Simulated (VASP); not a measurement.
Runs of VASP 6.6.1 on In. The structure is that of space group P6_3/mmc (No. 194), or close to it. The cells are those of the table. This isn't the form of In at room conditions, which is tetragonal.

| cell | further INCAR settings | gap on the mesh (eV) | pressure (GPa) |
| --- | --- | --- | --- |
| a = 3.381, b = 3.381, c = 5.361 Å, angles 90.0, 90.0, 120.0°, 2 atoms | ALGO = Fast; EDIFF = 1e-07; NBANDS = 20 | none | -2.8 |
| a = 3.429, b = 3.429, c = 5.211 Å, angles 90.0, 90.0, 120.0°, 2 atoms | ALGO = Fast; EDIFF = 1e-06; NBANDS = 20 | none | -2.6 |
| a = 3.231, b = 3.231, c = 5.871 Å, angles 90.0, 90.0, 120.0°, 2 atoms | ALGO = Fast; EDIFF = 1e-06; NBANDS = 20 | none | (a) |
| a = 3.521, b = 3.521, c = 4.943 Å, angles 90.0, 90.0, 120.0°, 2 atoms | ALGO = Fast; EDIFF = 1e-06; NBANDS = 20 | none | -2.2 |
| a = 3.139, b = 3.139, c = 6.221 Å, angles 90.0, 90.0, 120.0°, 2 atoms | ALGO = Fast; EDIFF = 1e-07; NBANDS = 20 | none | -1.5 |
| a = 3.593, b = 3.593, c = 4.748 Å, angles 90.0, 90.0, 120.0°, 2 atoms | ALGO = Fast; EDIFF = 1e-06; NBANDS = 20 | none | (b) |
| a = 3.282, b = 3.282, c = 5.691 Å, angles 90.0, 90.0, 120.0°, 2 atoms | ALGO = Fast; EDIFF = 1e-06; NBANDS = 20 | none | -2.8 |

Alike in all rows: task single point; level LDA; potentials or basis VASP PAW LDA potentials, release 64 (In_d); no spin polarisation; k mesh 18 × 18 × 10; cutoff (eV) 520; smearing gaussian 0.15 eV.

Fill in the values left out.

(a) -2.5; (b) -1.1.

Caveats: spin-orbit coupling is left out, which moves the levels of the heavy elements.

A k mesh can miss the band edges, and the runs leave out spin-orbit coupling on In.

A gap of «none» marks levels without a gap at the run's occupations.
